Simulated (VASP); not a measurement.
A run of VASP 6.6.1:

Contents of INCAR:

```
SYSTEM = P
  PREC = Accurate
  ENCUT = 600
  EDIFF = 1E-6
  ISMEAR = 0
  SIGMA = 0.1
  LREAL = .FALSE.
  LASPH = .TRUE.
  NELM = 60
  ALGO = Normal
  ISIF = 4
  LWAVE = .FALSE.
  LCHARG = .FALSE.
  GGA = PE
  IBRION = 2
  NSW = 50
  EDIFFG = -0.01
```

KPOINTS

```
Automatic mesh
0
G
  22 22 24
  0 0 0
```

Contents of POSCAR:

```
P
1.0
    2.5322538639      0.0000000000      0.0000000000
    0.0000000000      2.5322538639      0.0000000000
    0.0000000000      0.0000000000      2.5065790991
P
1
Direct
    0.0000000000      0.0000000000      0.5000000000
```

Potentials or basis: VASP PAW PBE potentials, release 64 (P).

The run is started by

```bash
$ cat potpaw_PBE.64/P/POTCAR > POTCAR
$ mpirun -np 1 vasp_std > vasp.out
```

Hardware: 1 thread of Intel(R) Xeon(R) 6975P-C (Granite Rapids), with other jobs on the host.

Question: Estimate the wall time of this run.

Answer: Run time: 56 s on 1 thread of Intel(R) Xeon(R) 6975P-C (Granite Rapids), on a shared host, peak memory 0.21 GiB. Counts: scf iterations 14, k points 1014, ion steps 2.
